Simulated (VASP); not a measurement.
Runs of VASP 6.6.1 on WS2. The structure is that of space group R3m (No. 160), or close to it. The cells are those of the table. 

| cell | gap on the mesh (eV) | pressure (GPa) | largest force (eV/Å) |
| --- | --- | --- | --- |
| a = 6.470 Å, angles 30.6°, 3 atoms | 0.37 | -18.1 | 1.61 |
| a = 6.883 Å, angles 25.4°, 3 atoms | 1.12 | (a) | 1.75 |
| a = 6.448 Å, angles 29.5°, 3 atoms | (b) | -11.2 | 1.08 |
| a = 6.213 Å, angles 30.7°, 3 atoms | 0.20 | -5.5 | 0.58 |
| a = 6.921 Å, angles 27.5°, 3 atoms | 1.15 | -19.2 | 2.84 |
| a = 6.902 Å, angles 26.5°, 3 atoms | 1.22 | -11.9 | 2.39 |
| a = 6.706 Å, angles 29.5°, 3 atoms | 0.74 | -21.3 | 2.44 |
| a = 6.684 Å, angles 28.4°, 3 atoms | 1.06 | (d) | 2.04 |
| a = 6.645 Å, angles 26.4°, 3 atoms | (c) | 6.6 | 0.66 |
| a = 6.664 Å, angles 27.4°, 3 atoms | 1.13 | -6.9 | 1.45 |

Alike in all rows: task single point; level PBEsol; potentials or basis VASP PAW PBE potentials, release 64 (W_sv, S); no spin polarisation; k mesh 12 × 12 × 12; cutoff (eV) 520; smearing gaussian 0.05 eV.

Problem. Estimate the missing entries.

Solution. (a) -0.5; (b) 0.71; (c) 1.27; (d) -15.7.

Caveats: the PAW data sets were made with another functional, which shifts forces and pressure a little; spin-orbit coupling is left out, which moves the levels of the heavy elements; the cell stands under tension (at least some runs); the cell stands under pressure (at least some runs).

A k mesh can miss the band edges, and the runs leave out spin-orbit coupling on W.
